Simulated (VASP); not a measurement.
# HgS (F-43m) in VASP: further runs

The runs below take HgS through single point, with BLYP, RPBE.

Everything below comes from runs of VASP 6.6.1. Logs are shortened: lines on timing, memory, paths and dates and some standing lists are left out, and cuts for length are marked.

### 1 The cell of the first run

Symmetry: F-43m, No. 216, cubic system. Conventional cell: a = 5.962 Å, b = 5.962 Å, c = 5.962 Å, α = 90.00°, β = 90.00°, γ = 90.00°. Hg (site symmetry -43m) has 4 S at 2.58 Å within 3.4 Å. S (site symmetry -43m) has 4 Hg at 2.58 Å within 3.4 Å.

### 2 Single point, BLYP

Input file INCAR:

```
PREC     = Accurate       # precision mode
ENCUT    = 500            # plane-wave cutoff, eV
EDIFF    = 1E-6           # SCF threshold, eV
ISMEAR   = 0              # smearing method
SIGMA    = 0.05           # smearing width, eV
LREAL    = F              # projectors in reciprocal space
LASPH    = T              # aspherical terms in the spheres
NELM     = 120            # most SCF steps
ALGO     = Normal         # electronic algorithm
ISIF     = 2              # what is computed and relaxed
LWAVE    = F              # write WAVECAR
LCHARG   = F              # write CHGCAR
GGA      = B5             # functional
ALDAX    = 1.0          
AGGAX    = 1.0          
AGGAC    = 1.0          
ALDAC    = 0.0          
NBANDS   = 16             # bands
GGA_COMPAT= F
```

Input file KPOINTS:

```
Automatic mesh
0
Gamma
  8 8 8
```

Input file POSCAR:

```
HgS
1.0
    0.0000000000      2.9810280773      2.9810280773
    2.9810280773      0.0000000000      2.9810280773
    2.9810280773      2.9810280773      0.0000000000
Hg S
1 1
Direct
    0.0000000000      0.0000000000      0.0000000000
    0.7500000000      0.7500000000      0.7500000000
```

Potentials or basis: VASP PAW PBE potentials, release 64 (Hg, S).

Started as:

```console
$ cat potpaw_PBE.64/Hg/POTCAR potpaw_PBE.64/S/POTCAR > POTCAR
$ mpirun -np 1 vasp_std > vasp.out
```

OUTCAR:

```text
PREC = Accurate
   ENCUT = 500
   EDIFF = 1E-6
   ISMEAR = 0
   LREAL = F
   LASPH = T
   NELM = 120
   ISIF = 2
   GGA = B5

 ion  position               nearest neighbor table
   1  0.000  0.000  0.000-   2 2.58   2 2.58   2 2.58   2 2.58
   2  0.750  0.750  0.750-   1 2.58   1 2.58   1 2.58   1 2.58

  LATTYP: Found a face centered cubic cell.
 ALAT       =     5.9620561546

  Lattice vectors:

 A1 = (   0.0000000000,   2.9810280773,   2.9810280773)
 A2 = (   2.9810280773,   0.0000000000,   2.9810280773)
 A3 = (   2.9810280773,   2.9810280773,   0.0000000000)

Analysis of symmetry for initial positions (statically):
=====================================================================
 Subroutine PRICEL returns:
 Original cell was already a primitive cell.

 Routine SETGRP: Setting up the symmetry group for a
 face centered cubic supercell.

 Subroutine GETGRP returns: Found 24 space group operations
 (whereof 24 operations were pure point group operations)
 out of a pool of 48 trial point group operations.

The static configuration has the point symmetry T_d .

Analysis of symmetry for dynamics (positions and initial velocities):
=====================================================================
 Subroutine PRICEL returns:
 Original cell was already a primitive cell.

 Routine SETGRP: Setting up the symmetry group for a
 face centered cubic supercell.

 Subroutine GETGRP returns: Found 24 space group operations
 (whereof 24 operations were pure point group operations)
 out of a pool of 48 trial point group operations.

The dynamic configuration has the point symmetry T_d .

 Subroutine INISYM returns: Found 24 space group operations
 (whereof 24 operations are pure point group operations),
 and found     1 'primitive' translations

----------------------------------------------------------------------------------------

                                     Primitive cell

  volume of cell :      52.9820

  direct lattice vectors                    reciprocal lattice vectors
     0.000000000  2.981028077  2.981028077    -0.167727370  0.167727370  0.167727370
     2.981028077  0.000000000  2.981028077     0.167727370 -0.167727370  0.167727370
     2.981028077  2.981028077  0.000000000     0.167727370  0.167727370 -0.167727370

  length of vectors
     4.215810337  4.215810337  4.215810337     0.290512327  0.290512327  0.290512327

  position of ions in fractional coordinates (direct lattice)
     0.000000000  0.000000000  0.000000000
     0.750000000  0.750000000  0.750000000

  ion indices of the primitive-cell ions
   primitive index   ion index
                 1           1
                 2           2

----------------------------------------------------------------------------------------

 KPOINTS: Automatic mesh

Automatic generation of k-mesh.
 Grid dimensions read from file:
 generate k-points for:    8    8    8

 Generating k-lattice:

  Cartesian coordinates                     Fractional coordinates (reciprocal lattice)
    -0.020965921  0.020965921  0.020965921     0.125000000  0.000000000  0.000000000
     0.020965921 -0.020965921  0.020965921     0.000000000  0.125000000  0.000000000
     0.020965921  0.020965921 -0.020965921     0.000000000  0.000000000  0.125000000

  Length of vectors
     0.036314041  0.036314041  0.036314041

  Shift w.r.t. Gamma in fractional coordinates (k-lattice)
     0.000000000  0.000000000  0.000000000

 Subroutine IBZKPT returns following result:
 ===========================================

 Found     29 irreducible k-points:

 Following reciprocal coordinates:
            Coordinates               Weight
  0.000000  0.000000  0.000000      1.000000
  0.125000  0.000000  0.000000      8.000000
  0.250000  0.000000  0.000000      8.000000
  0.375000  0.000000  0.000000      8.000000
  0.500000  0.000000  0.000000      4.000000
  0.125000  0.125000  0.000000      6.000000
[... 16 lines left out ...]
  0.500000  0.250000  0.125000     48.000000
 -0.375000  0.250000  0.125000     24.000000
 [... further k-points ...]
   k-points           NKPTS =     29   k-points in BZ     NKDIM =     29   number of bands    NBANDS=     16
   number of dos      NEDOS =    301   number of ions     NIONS =      2
   total plane-waves  NPLWV =  32768
   dimension x,y,z NGX =    32 NGY =   32 NGZ =   32
   dimension x,y,z NGXF=    64 NGYF=   64 NGZF=   64
   ions per type =               1   1
   NGX,Y,Z   is equivalent  to a cutoff of  12.62, 12.62, 12.62 a.u.
   NGXF,Y,Z  is equivalent  to a cutoff of  25.24, 25.24, 25.24 a.u.
 SYSTEM =  unknown system
   PREC   = accura    normal or accurate (medium, high low for compatibility)
   ISTART =      0    job   : 0-new  1-cont  2-samecut
   ICHARG =      2    charge: 1-file 2-atom 10-const
   ISPIN  =      1    spin polarized calculation?
   LNONCOLLINEAR =      F non collinear calculations
   LSORBIT =      F    spin-orbit coupling
   LASPH  =      T    aspherical Exc in radial PAW
   ENCUT  =  500.0 eV  36.75 Ry    6.06 a.u.   7.69  7.69  7.69*2*pi/ulx,y,z
   NELM   =    120;   NELMIN=  2; NELMDL= -5     # of ELM steps
   EDIFF  = 0.1E-05   stopping-criterion for ELM
   LREAL  =      F    real-space projection
   EDIFFG = 0.1E-04   stopping-criterion for IOM
   NSW    =      0    number of steps for IOM
   IBRION =     -1    ionic relax: 0-MD 1-quasi-New 2-CG
   NFREE  =      0    steps in history (QN), initial steepest desc. (CG)
   ISIF   =      2    stress and relaxation
   ISYM   =      2    0-nonsym 1-usesym 2-fastsym
   POTIM  = 0.5000    time-step for ionic-motion
   TEBEG  =    0.0;   TEEND  =   0.0 temperature during run
   PSTRESS=    0.0 pullay stress
   NELECT =      18.0000    total number of electrons
   NUPDOWN=      -1.0000    fix difference up-down
   EMIN   =  10.00;   EMAX   =-10.00  energy-range for DOS
   EFERMI =   0.00;   METHOD = LEGACY
   ISMEAR =     0;   SIGMA  =   0.05  broadening in eV -4-tet -1-fermi 0-gaus
   EFERMI_NEDOS =   21; number of points for ismear=-14 and -15
   IALGO  =     38    algorithm
   IMIX   =      4    mixing-type and parameters
     AMIX     =   0.40;   BMIX     =  1.00
     AMIX_MAG =   1.60;   BMIX_MAG =  1.00
  volume/ion in A,a.u.               =      26.49       178.77
  Fermi-wavevector in a.u.,A,eV,Ry     =   1.142325  2.158681 17.754323  1.304906
  Thomas-Fermi vector in A             =   2.279023
   LORBIT       =      0    0 simple, 1 ext, 2 COOP (PROOUT), +10 PAW based schemes
   GGA     = B5    functional components
   LHFCALC =     F    Hartree Fock is set to
   AEXX    =    0.0000 exact exchange contribution
   IVDW    =     0    specifies the selected vdW correction
   LEPSILON=     F    determine dielectric tensor
   LRPA    =     F    only Hartree local field effects (RPA)
 non-spin polarized calculation
 Gauss-broadening in eV      SIGMA  =   0.05
  energy-cutoff  :      500.00
  volume of cell :       52.98
 maximum number of plane-waves:      1365
   NGX = 15   NGY = 15   NGZ = 15

 number of electron      17.9999999 magnetization

 Free energy of the ion-electron system (eV)
  ---------------------------------------------------
  ext. energy  EPLUGINS =         0.00000000
  ---------------------------------------------------
  free energy    TOTEN  =        -3.57880051 eV

  energy without entropy =       -3.57864977  energy(sigma->0) =       -3.57872514

 E-fermi :   1.9859     XC(G=0):  -8.5682

 val. band max:        1.9706910968   @ k =   0.0000   0.0000   0.0000
 cond. band min:       2.6954597344   @ k =   0.1250   0.0000   0.0000
 fundamental gap:      0.7247686376
 Fermi energy:         1.9859250948

 k-point     1 :       0.0000    0.0000    0.0000
  band No.  band energies     occupation
      1     -10.8909      2.00000
      2      -4.7979      2.00000
      3      -4.7979      2.00000
      4      -4.7979      2.00000
      5      -4.0058      2.00000
      6      -4.0058      2.00000
[... 8 lines left out ...]
     15      13.5888      0.00000
     16      13.5888      0.00000

 k-point     2 :       0.1250    0.0000    0.0000
  band No.  band energies     occupation
      1     -10.8243      2.00000
      2      -4.7675      2.00000
      3      -4.7648      2.00000
      4      -4.7648      2.00000
      5      -4.0079      2.00000
      6      -4.0079      2.00000
[... 8 lines left out ...]
     15      12.9991      0.00000
     16      12.9991      0.00000

 k-point     3 :       0.2500    0.0000    0.0000
  band No.  band energies     occupation
      1     -10.6597      2.00000
      2      -4.6918      2.00000
      3      -4.6918      2.00000
      4      -4.6153      2.00000
      5      -4.0000      2.00000
      6      -4.0000      2.00000
[... 8 lines left out ...]
     15      12.7080      0.00000
     16      12.7498      0.00000

 k-point     4 :       0.3750    0.0000    0.0000
  band No.  band energies     occupation
      1     -10.4898      2.00000
      2      -4.6334      2.00000
      3      -4.6334      2.00000
      4      -4.2125      2.00000
      5      -3.9677      2.00000
      6      -3.9677      2.00000
[... 8 lines left out ...]
     15      13.3311      0.00000
     16      13.3311      0.00000

 k-point     5 :       0.5000    0.0000    0.0000
  band No.  band energies     occupation
      1     -10.4180      2.00000
      2      -4.6147      2.00000
      3      -4.6147      2.00000
      4      -3.9454      2.00000
      5      -3.9454      2.00000
      6      -3.6526      2.00000
[... 8 lines left out ...]
     15      14.1359      0.00000
     16      14.1359      0.00000

 k-point     6 :       0.1250    0.1250    0.0000
  band No.  band energies     occupation
      1     -10.8021      2.00000
      2      -4.7979      2.00000
      3      -4.7330      2.00000
      4      -4.7330      2.00000
      5      -4.0328      2.00000
      6      -3.9862      2.00000
[... 8 lines left out ...]
     15      13.2737      0.00000
     16      13.6029      0.00000
[... 267 lines left out ...]
 k-point    21 :       0.5000    0.5000    0.0000
  band No.  band energies     occupation
      1     -10.2607      2.00000
      2      -4.6339      2.00000
      3      -4.2442      2.00000
      4      -4.2442      2.00000
      5      -3.8703      2.00000
      6      -3.6300      2.00000
[... 8 lines left out ...]
     15      13.7134      0.00000
     16      15.0468      0.00000

 k-point    22 :       0.3750    0.2500    0.1250
  band No.  band energies     occupation
      1     -10.5352      2.00000
      2      -4.6738      2.00000
      3      -4.5746      2.00000
      4      -4.4968      2.00000
      5      -4.0378      2.00000
      6      -3.9357      2.00000
[... 8 lines left out ...]
     15      13.7250      0.00000
     16      15.1716      0.00000

 k-point    23 :       0.5000    0.2500    0.1250
  band No.  band energies     occupation
      1     -10.3981      2.00000
      2      -4.5800      2.00000
      3      -4.5232      2.00000
      4      -4.2342      2.00000
      5      -3.9643      2.00000
      6      -3.8657      2.00000
[... 8 lines left out ...]
     15      14.3254      0.00000
     16      14.5545      0.00000

 k-point    24 :      -0.3750    0.2500    0.1250
  band No.  band energies     occupation
      1     -10.3407      2.00000
      2      -4.5609      2.00000
      3      -4.4959      2.00000
      4      -4.0608      2.00000
      5      -3.9771      2.00000
      6      -3.5796      2.00000
[... 8 lines left out ...]
     15      13.9205      0.00000
     16      14.6391      0.00000

 [... further k-points ...]
[... 5 lines left out ...]
  --------------------------------------------------------------------------------------
  -------------------------------------------------------------------------------------
  Total        1.6041714      1.6041714      1.6041714     -0.0000000      0.0000000      0.0000000
  in kB       48.5102108     48.5102108     48.5102108     -0.0000000      0.0000000      0.0000000
  external PRESSURE =      48.5102108 kB  Pullay stress =       0.0000000 kB

 VOLUME and BASIS-vectors are now :
 -----------------------------------------------------------------------------
  energy-cutoff  :      500.00
  volume of cell :       52.98
      direct lattice vectors                 reciprocal lattice vectors
     0.000000000  2.981028077  2.981028077    -0.167727370  0.167727370  0.167727370
     2.981028077  0.000000000  2.981028077     0.167727370 -0.167727370  0.167727370
     2.981028077  2.981028077  0.000000000     0.167727370  0.167727370 -0.167727370

 POSITION                                       TOTAL-FORCE (eV/Angst)
 -----------------------------------------------------------------------------------
      0.00000      0.00000      0.00000        -0.000000     -0.000000     -0.000000
      4.47154      4.47154      4.47154         0.000000      0.000000      0.000000
 -----------------------------------------------------------------------------------
    total drift:                                0.000000      0.000000      0.000000

  FREE ENERGIE OF THE ION-ELECTRON SYSTEM (eV)
  ---------------------------------------------------
  free  energy   TOTEN  =        -3.5788005149 eV

  energy  without entropy=       -3.5786497715  energy(sigma->0) =       -3.57872514
```

Run time: 44 s. Hardware: 1 thread of Intel Xeon 8259CL, shared host; peak memory 0.18 GiB.

What came out:

```yaml
Free_energy: -3.5788 eV
Pressure: 4.9 GPa
Band_gap_on_the_k_mesh: zero (filled and empty bands touch)
```

Caveat: the PAW data sets were made with another functional, which shifts forces and pressure a little; spin-orbit coupling is left out, which moves the levels of the heavy elements.

### 3 Single point, RPBE (volume scaled by 0.96)

Input file INCAR:

```
ALGO = Normal
EDIFF = 1E-6
ENCUT = 500
GGA = RP
GGA_COMPAT = False
ISIF = 2
ISMEAR = 0
LASPH = True
LCHARG = False
LREAL = False
LWAVE = False
NBANDS = 16
NELM = 120
PREC = Accurate
SIGMA = 0.05
```

Input file KPOINTS:

```
k-points
0
Gamma
  8 8 8
```

Input file POSCAR:

```
HgS
1.0
    0.0000000000      2.9972482966      2.9972482966
    2.9972482966      0.0000000000      2.9972482966
    2.9972482966      2.9972482966      0.0000000000
Hg S
1 1
Direct
    0.0000000000      0.0000000000      0.0000000000
    0.7500000000      0.7500000000      0.7500000000
```

Potentials or basis: VASP PAW PBE potentials, release 64 (Hg, S).

Started as:

```console
$ cat potpaw_PBE.64/Hg/POTCAR potpaw_PBE.64/S/POTCAR > POTCAR
$ mpirun -np 1 vasp_std > vasp.out
```

It took 29 s on 1 thread of Intel Xeon 8259CL, shared host; peak memory 0.18 GiB.

Results (log left out):

```
Free energy            : -3.8537 eV
Pressure               : 2.2 GPa
Band gap on the k mesh : zero (filled and empty bands touch)
```

Levels at points of the mesh, in eV from the Fermi level:
| k point | band 7 | band 8 | band 9 | band 10 | band 11 | band 12 |
| --- | --- | --- | --- | --- | --- | --- |
| (0.00, 0.00, 0.00) | -0.42 | -0.02 | -0.02 | -0.02 | 6.18 | 6.18 |
| (0.50, 0.00, 0.00) | -4.97 | -0.86 | -0.86 | 1.65 | 6.87 | 6.87 |
| (0.50, 0.50, 0.00) | -4.53 | -2.03 | -2.03 | 3.16 | 3.75 | 8.69 |

Caveat: the PAW data sets were made with another functional, which shifts forces and pressure a little; spin-orbit coupling is left out, which moves the levels of the heavy elements.
